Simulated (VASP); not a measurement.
# MnO2 (P-3m1) in VASP: further runs, part 2 of 2

VASP 6.6.1. The steps go on from the part before.

### Step 3. Single point, PBEsol, collinear spin, ferromagnetic start (11.49 Å³/atom)

This run uses another cell than the first one, of 11.49 Å³/atom.

The input, INCAR:

```
SYSTEM = MnO2
PREC     = Accurate       ! precision mode
ENCUT    = 520            ! plane-wave cutoff, eV
EDIFF    = 1E-6           ! SCF threshold, eV
ISMEAR   = -1             ! smearing method
SIGMA    = 0.05           ! smearing width, eV
LREAL    = .False.        ! projectors in reciprocal space
LASPH    = .True.         ! aspherical terms in the spheres
NELM     = 150            ! most SCF steps
ALGO     = Normal         ! electronic algorithm
ISIF     = 2              ! what is computed and relaxed
LWAVE    = .False.        ! write WAVECAR
LCHARG   = .False.        ! write CHGCAR
ISPIN    = 2              ! spin polarisation
MAGMOM   = 4 0 0          ! initial moments
LORBIT   = 11             ! projections on sites
LMAXMIX  = 4              ! l up to which the mixer works
GGA      = PS             ! functional
NBANDS   = 24             ! bands
```

The input, KPOINTS:

```
Automatic mesh
0
Gamma
  11 11 6
  0 0 0
```

The input, POSCAR:

```
MnO2
1.0
    2.9126037410      0.0000000000      0.0000000000
   -1.4563018705      2.5223888309      0.0000000000
    0.0000000000      0.0000000000      4.6916199912
Mn O
1 2
Direct
    0.0000000000      0.0000000000      0.5000000000
    0.3333333333      0.6666666667      0.7062925700
    0.6666666667      0.3333333333      0.2937074300
```

Potentials or basis: VASP PAW PBE potentials, release 64 (Mn_pv, O).

Run with:

```
cat potpaw_PBE.64/Mn_pv/POTCAR potpaw_PBE.64/O/POTCAR > POTCAR
mpirun -np 1 vasp_std > vasp.out
```

OUTCAR:

```text
SYSTEM = MnO2
   PREC = Accurate
   ENCUT = 520
   EDIFF = 1E-6
   ISMEAR = -1
   LREAL = .False.
   LASPH = .True.
   NELM = 150
   ISIF = 2
   ISPIN = 2
   LORBIT = 11
   GGA = PS

 ion  position               nearest neighbor table
   1  0.000  0.000  0.500-   2 1.94   3 1.94   3 1.94   2 1.94   3 1.94   2 1.94
   2  0.333  0.667  0.706-   1 1.94   1 1.94   1 1.94
   3  0.667  0.333  0.294-   1 1.94   1 1.94   1 1.94

  LATTYP: Found a hexagonal cell.
 ALAT       =     2.9126037410
 C/A-ratio  =     1.6107992739

  Lattice vectors:

[... 1517 lines left out ...]
  energy-cutoff  :      520.00
  volume of cell :       34.47
      direct lattice vectors                 reciprocal lattice vectors
     2.912603741  0.000000000  0.000000000     0.343335410  0.198224791  0.000000000
    -1.456301870  2.522388831  0.000000000     0.000000000  0.396449583  0.000000000
     0.000000000  0.000000000  4.691619991     0.000000000  0.000000000  0.213145993

 POSITION                                       TOTAL-FORCE (eV/Angst)
 -----------------------------------------------------------------------------------
      0.00000      0.00000      2.34581        -0.000000      0.000000      0.000000
     -0.00000      1.68159      3.31366        -0.000000      0.000000     -0.842721
      1.45630      0.84080      1.37796         0.000000     -0.000000      0.842721
 -----------------------------------------------------------------------------------
    total drift:                               -0.000000      0.000000      0.000000

  FREE ENERGIE OF THE ION-ELECTRON SYSTEM (eV)
  ---------------------------------------------------
  free  energy   TOTEN  =       -24.9755675956 eV

  energy  without entropy=      -24.9755640093  energy(sigma->0) =      -24.97556580

 total charge

# of ion       s       p       d       tot
------------------------------------------
    1        0.338   6.426   4.875  11.639
    2        1.577   3.364   0.000   4.941
    3        1.577   3.364   0.000   4.941
--------------------------------------------------
tot          3.492  13.154   4.875  21.521

 magnetization (x)

# of ion       s       p       d       tot
------------------------------------------
    1        0.030   0.038   2.826   2.894
    2        0.004   0.010   0.000   0.013
    3        0.004   0.010   0.000   0.013
--------------------------------------------------
tot          0.038   0.057   2.826   2.921
```

OSZICAR:

```text
N       E                     dE             d eps       ncg     rms          rms(c)
DAV:   1     0.242892992477E+03    0.24289E+03   -0.14030E+04  8080   0.118E+03
DAV:   2    -0.177306916408E+02   -0.26062E+03   -0.24430E+03  8944   0.357E+02
DAV:   3    -0.322650210600E+02   -0.14534E+02   -0.14457E+02  9296   0.910E+01
DAV:   4    -0.323943021694E+02   -0.12928E+00   -0.12927E+00  8976   0.906E+00
DAV:   5    -0.323957879083E+02   -0.14857E-02   -0.14857E-02  9488   0.924E-01    0.290E+01
DAV:   6    -0.327150087212E+02   -0.31922E+00   -0.10285E+02  9608   0.744E+01    0.432E+01
DAV:   7    -0.260795645158E+02    0.66354E+01   -0.11104E+02  9328   0.764E+01    0.142E+01
DAV:   8    -0.251802522918E+02    0.89931E+00   -0.29064E+00  8656   0.147E+01    0.593E+00
DAV:   9    -0.249683077324E+02    0.21194E+00   -0.10091E+00 10880   0.899E+00    0.227E+00
DAV:  10    -0.249778873557E+02   -0.95796E-02   -0.96534E-02  8672   0.203E+00    0.119E+00
DAV:  11    -0.249751874811E+02    0.26999E-02   -0.94546E-03  8696   0.703E-01    0.459E-01
DAV:  12    -0.249756770826E+02   -0.48960E-03   -0.11171E-03  8304   0.310E-01    0.199E-01
DAV:  13    -0.249755425881E+02    0.13449E-03   -0.11352E-03  9256   0.346E-01    0.424E-02
DAV:  14    -0.249755634337E+02   -0.20846E-04   -0.12539E-04  8800   0.970E-02    0.338E-02
DAV:  15    -0.249755660889E+02   -0.26552E-05   -0.12351E-05  7992   0.350E-02    0.182E-02
DAV:  16    -0.249755673172E+02   -0.12283E-05   -0.61551E-06  7728   0.258E-02    0.372E-03
DAV:  17    -0.249755675956E+02   -0.27846E-06   -0.96768E-07  5944   0.787E-03
   1 F= -.24975568E+02 E0= -.24975566E+02  d E =-.358631E-05  mag=     3.0001
```

stdout:

```text
POSCAR found type information on POSCAR MnO
 POSCAR found :  2 types and       3 ions
 scaLAPACK will be used
 -----------------------------------------------------------------------------
|                                                                             |
|                                                                             |
|     You enforced a specific xc type in the INCAR file but a different       |
|     I HOPE YOU KNOW WHAT YOU ARE DOING!                                     |
|                                                                             |
 -----------------------------------------------------------------------------

 LDA part: xc-table for (Slater+PW92), standard interpolation
 POSCAR, INCAR and KPOINTS ok, starting setup
 FFT: planning ... GRIDC
 FFT: planning ... GRID_SOFT
 FFT: planning ... GRID
 WAVECAR not read
 entering main loop
```

It took 1.8 min on 1 thread of Intel Xeon Platinum 8259CL at 2.50GHz (Skylake/Cascade Lake), shared host; peak memory 0.23 GiB.

What came out:

* Free energy: -24.9756 eV
* Pressure: -11.3 GPa
* Largest force: 0.843 eV/Å
* Band gap on the k mesh: 0.91 eV (least direct gap 0.98 eV)
* Net moment: 3.00 μB per cell
* Site moments: Mn +2.89; O +0.01 μB
* Valence electrons inside the program's atomic spheres: Mn 11.64; O 4.94

Forces in eV/Å, atoms in the order of the input:
```
Mn   0.000  0.000  0.000
O    0.000  0.000 -0.843
O    0.000  0.000  0.843
```

Caveat: the stress differs along the axes, from -13 to -7 GPa; the PAW data sets were made with another functional, which shifts forces and pressure a little; a cell with one magnetic atom can't hold antiferromagnetic order, which such compounds often take. A k mesh can miss the band edges.
